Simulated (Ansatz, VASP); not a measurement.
Cu: VASP beside Ansatz

```
Cu
1.0
     2.53050    0.00000    0.00000
    -1.26525    2.19148    0.00000
     0.00000    0.00000    4.12986
Cu
2
Direct
  0.33333 0.66667 0.25000
  0.66667 0.33333 0.75000
```

Alike in both runs: functional r2SCAN; k mesh 18 × 18 × 10; occupations gaussian, width 0.1 eV; no spin polarisation.

Ansatz relaxed the structure, and its values are those at the end. VASP's run is a single point on that final structure, the one shown.

|  | VASP | Ansatz |
| --- | --- | --- |
| version | VASP 6.6.1 | Ansatz 0.2.0 |
| potentials or method | VASP PAW PBE potentials, release 64 (Cu), cutoff 520 eV | scalar-relativistic, plane waves, PAW |
| valence electrons in the cell | 22 | 38 |

|  | VASP | Ansatz | Ansatz less VASP |
| --- | --- | --- | --- |
| gap on the k mesh at the Fermi level (eV) | none | none | - |
| pressure (GPa) | 0.8 | 0.0 | -0.79 |

VASP's potentials were made for PBE, not for r2SCAN. A gap of «none» marks a metal or a gap that the smearing closes. VASP's potentials hold 22 valence electrons a cell and Ansatz's 38, so a difference there can come from the potentials and not from the codes.
